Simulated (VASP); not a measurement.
# MgAgH3 (P1) in VASP: single point with PBEsol

Aim: the single point of MgAgH3 with PBEsol.

All numbers are computed with VASP 6.6.1; they aren't measurements. Logs are shortened: lines on timing, memory, paths and dates and some standing lists are left out, and cuts for length are marked.

**1. The cell of the first run**

The typed cell holds 10 atoms: a = 8.306 Å, b = 4.752 Å, c = 3.082 Å, α = 89.99°, β = 90.01°, γ = 98.04°.

**2. Single point, PBEsol**

INCAR

```
ALGO = Normal
EDIFF = 1E-6
ENCUT = 520
GGA = PS
ISIF = 2
ISMEAR = -1
LASPH = True
LCHARG = False
LREAL = False
LWAVE = False
NBANDS = 27
NELM = 100
PREC = Accurate
SIGMA = 0.05
```

KPOINTS

```
k-points
0
Gamma
  2 6 6
```

POSCAR

```
MgAgH3
1.0
    8.2832110085     -0.6215723411     -0.0010068649
   -0.3110256574      4.7421138311     -0.0080561230
    0.0003887031      0.0056171046      3.0815068867
Mg Ag H
2 2 6
Direct
   -0.0819769488      0.2057259970      0.1073601281
    0.5238130106      0.1500700485     -0.3930099756
    0.2090498209      0.2989958137      0.6074700705
    0.8004166634      0.6470804138      0.6073048206
    0.0008418951      0.4851556961      0.6073752460
    0.5188856541     -0.0458988482      0.1070561044
    0.1344357743      0.0910329477      0.1074861063
    0.4110221695      0.4727398237      0.6074139146
    0.7896549779      0.0164927841      0.6073211394
    0.7107074545      0.4444936494      0.1073252842
```

Potentials or basis: VASP PAW PBE potentials, release 64 (Mg, Ag, H).

On the command line:

```sh
$ cat potpaw_PBE.64/Mg/POTCAR potpaw_PBE.64/Ag/POTCAR potpaw_PBE.64/H/POTCAR > POTCAR
$ mpirun -np 1 vasp_std > vasp.out
```

OUTCAR:

```text
EDIFF = 1E-6
   ENCUT = 520
   GGA = PS
   ISIF = 2
   ISMEAR = -1
   LASPH = True
   LREAL = False
   NELM = 100
   PREC = Accurate

 ion  position               nearest neighbor table
   1  0.918  0.206  0.107-   7 1.95   9 2.01   9 2.01   5 2.09   5 2.09  10 2.19   3 2.85   3 2.85
                             4 2.88   4 2.88   4 3.11   4 3.11   2 3.59   2 3.60
   2  0.524  0.150  0.607-   6 1.80   6 1.80   8 1.91   3 2.80   4 3.06   4 3.54   1 3.59   1 3.60

   3  0.209  0.299  0.607-   8 1.76   7 1.89   7 1.89   5 2.05   2 2.80   1 2.85   1 2.85
   4  0.800  0.647  0.607-   9 1.77  10 1.91  10 1.91   5 1.93   1 2.88   1 2.88   2 3.06   1 3.11
                             1 3.11   2 3.54
   5  0.001  0.485  0.607-   4 1.93   3 2.05   1 2.09   1 2.09
   6  0.519  0.954  0.107-   2 1.80   2 1.80
   7  0.134  0.091  0.107-   3 1.89   3 1.89   1 1.95
   8  0.411  0.473  0.607-   3 1.76   2 1.91
   9  0.790  0.016  0.607-   4 1.77   1 2.01   1 2.01
  10  0.711  0.444  0.107-   4 1.91   4 1.91   1 2.19

  LATTYP: Found a triclinic cell.
 ALAT       =     8.3064997322
 B/A-ratio  =     0.5721193811
 C/A-ratio  =     0.3709759983
 COS(alpha) =     0.0001154753
 COS(beta)  =     0.0001318297
 COS(gamma) =     0.1399326610

  Lattice vectors:

 A1 = (   8.2832110085,  -0.6215723411,  -0.0010068649)
 A2 = (   0.3110256574,  -4.7421138311,   0.0080561230)
 A3 = (  -0.0003887031,  -0.0056171046,  -3.0815068867)

Analysis of symmetry for initial positions (statically):
=====================================================================
 Subroutine PRICEL returns:
 Original cell was already a primitive cell.

 Routine SETGRP: Setting up the symmetry group for a
 triclinic supercell.

 Subroutine GETGRP returns: Found  1 space group operations
 (whereof  1 operations were pure point group operations)
 out of a pool of  2 trial point group operations.

The static configuration has the point symmetry C_1 .

Analysis of symmetry for dynamics (positions and initial velocities):
=====================================================================
 Subroutine PRICEL returns:
 Original cell was already a primitive cell.

 Routine SETGRP: Setting up the symmetry group for a
 triclinic supercell.

 Subroutine GETGRP returns: Found  1 space group operations
 (whereof  1 operations were pure point group operations)
 out of a pool of  2 trial point group operations.
[... 123 lines left out ...]
   ISIF   =      2    stress and relaxation
   ISYM   =      2    0-nonsym 1-usesym 2-fastsym
   POTIM  = 0.5000    time-step for ionic-motion
   TEBEG  =    0.0;   TEEND  =   0.0 temperature during run
   PSTRESS=    0.0 pullay stress
   NELECT =      32.0000    total number of electrons
   NUPDOWN=      -1.0000    fix difference up-down
   EMIN   =  10.00;   EMAX   =-10.00  energy-range for DOS
   EFERMI =   0.00;   METHOD = LEGACY
   ISMEAR =    -1;   SIGMA  =   0.05  broadening in eV -4-tet -1-fermi 0-gaus
   EFERMI_NEDOS =   21; number of points for ismear=-14 and -15
   IALGO  =     38    algorithm
   IMIX   =      4    mixing-type and parameters
     AMIX     =   0.40;   BMIX     =  1.00
     AMIX_MAG =   1.60;   BMIX_MAG =  1.00
  volume/ion in A,a.u.               =      12.04        81.28
  Fermi-wavevector in a.u.,A,eV,Ry     =   1.052432  1.988808 15.069988  1.107613
  Thomas-Fermi vector in A             =   2.187514
   LORBIT       =      0    0 simple, 1 ext, 2 COOP (PROOUT), +10 PAW based schemes
   GGA     = PS    functional components
   LHFCALC =     F    Hartree Fock is set to
   AEXX    =    0.0000 exact exchange contribution
   IVDW    =     0    specifies the selected vdW correction
   LEPSILON=     F    determine dielectric tensor
   LRPA    =     F    only Hartree local field effects (RPA)
 non-spin polarized calculation
  energy-cutoff  :      520.00
  volume of cell :      120.45
 maximum number of plane-waves:      3271
 NGX is ok and might be reduce to    64
   NGX = 31   NGY = 17   NGZ = 11

 number of electron      31.9999997 magnetization

 Free energy of the ion-electron system (eV)
  ---------------------------------------------------
  ext. energy  EPLUGINS =         0.00000000
  ---------------------------------------------------
  free energy    TOTEN  =       -29.09059316 eV

  energy without entropy =      -29.09059310  energy(sigma->0) =      -29.09059313

 E-fermi :   2.6422     XC(G=0):  -9.1046

 val. band max:        1.8968784595   @ k =   0.0000   0.0000   0.1667
 cond. band min:       3.3660114580   @ k =  -0.0000   0.3333   0.5000
 fundamental gap:      1.4691329984
 Fermi energy:         2.6422206302

 k-point     1 :       0.0000    0.0000    0.0000
  band No.  band energies     occupation
      1      -6.5897      2.00000
      2      -4.6238      2.00000
      3      -4.2431      2.00000
      4      -3.7329      2.00000
      5      -3.5254      2.00000
      6      -2.5537      2.00000
[... 709 lines left out ...]
     26       9.7885      0.00000
     27      11.0712      0.00000

 [... further k-points ...]

------------------------ aborting loop because EDIFF is reached ----------------------------------------

  FORCE on cell =-STRESS in cart. coord.  units (eV):
  Direction    XX          YY          ZZ          XY          YZ          ZX
  --------------------------------------------------------------------------------------
  -------------------------------------------------------------------------------------
  Total       -0.1367208     -0.0824173     -0.1301112     -0.0064796     -0.0003745      0.0003261
  in kB       -1.8186653     -1.0963183     -1.7307439     -0.0861921     -0.0049815      0.0043382
  external PRESSURE =      -1.5485758 kB  Pullay stress =       0.0000000 kB

 VOLUME and BASIS-vectors are now :
 -----------------------------------------------------------------------------
  energy-cutoff  :      520.00
  volume of cell :      120.45
      direct lattice vectors                 reciprocal lattice vectors
     8.283211009 -0.621572341 -0.001006865     0.121323241  0.007957295 -0.000029809
    -0.311025657  4.742113831 -0.008056123     0.015902342  0.211918765 -0.000388301
     0.000388703  0.005617105  3.081506887     0.000081216  0.000556629  0.324515530

 POSITION                                       TOTAL-FORCE (eV/Angst)
 -----------------------------------------------------------------------------------
      7.54023      0.40556      0.32825        -0.000991      0.004088      0.000124
      4.29241      0.38947      1.86871        -0.003858      0.008700      0.000416
      1.63884      1.29134      1.86930         0.006509     -0.000143     -0.000099
      6.42900      2.57442      1.86540        -0.001450     -0.001842     -0.000035
     -0.14369      2.30355      1.86772        -0.004269     -0.006328     -0.000049
      4.00133      4.20253      0.32169         0.003660     -0.002753     -0.000233
      1.08529      0.34873      0.33035        -0.005068      0.000574     -0.000013
      3.25779      1.98972      1.86753         0.003060     -0.004301     -0.000040
      6.53599     -0.40921      1.87054         0.000464      0.008441     -0.000041
      5.74873      1.66669      0.32643         0.001944     -0.006436     -0.000028
 -----------------------------------------------------------------------------------
    total drift:                                0.000513     -0.000442     -0.000248

  FREE ENERGIE OF THE ION-ELECTRON SYSTEM (eV)
  ---------------------------------------------------
  free  energy   TOTEN  =       -29.0905931574 eV

  energy  without entropy=      -29.0905931007  energy(sigma->0) =      -29.09059313
```

stdout:

```text
POSCAR found type information on POSCAR MgAgH
 POSCAR found :  3 types and      10 ions
 scaLAPACK will be used
 -----------------------------------------------------------------------------
|                                                                             |
|                                                                             |
|     You enforced a specific xc type in the INCAR file but a different       |
|     I HOPE YOU KNOW WHAT YOU ARE DOING!                                     |
|                                                                             |
 -----------------------------------------------------------------------------

 LDA part: xc-table for (Slater+PW92), standard interpolation
 POSCAR, INCAR and KPOINTS ok, starting setup
 FFT: planning ... GRIDC
 FFT: planning ... GRID_SOFT
 FFT: planning ... GRID
 WAVECAR not read
 entering main loop
```

It took 2.6 min on 1 thread of Oxide Virtual Turin-like, shared host; peak memory 0.26 GiB.

Results:

- Free energy: -29.0906 eV
- Pressure: -0.2 GPa
- Largest force: 0.010 eV/Å
- Band gap on the k mesh: 1.47 eV (least direct gap 2.14 eV)

Forces in eV/Å, atoms in the order of the input:
```
Mg  -0.001  0.004  0.000
Mg  -0.004  0.009  0.000
Ag   0.007  0.000  0.000
Ag  -0.001 -0.002  0.000
H   -0.004 -0.006  0.000
H    0.004 -0.003  0.000
H   -0.005  0.001  0.000
H    0.003 -0.004  0.000
H    0.000  0.008  0.000
H    0.002 -0.006  0.000
```

Caveat: the PAW data sets were made with another functional, which shifts forces and pressure a little.
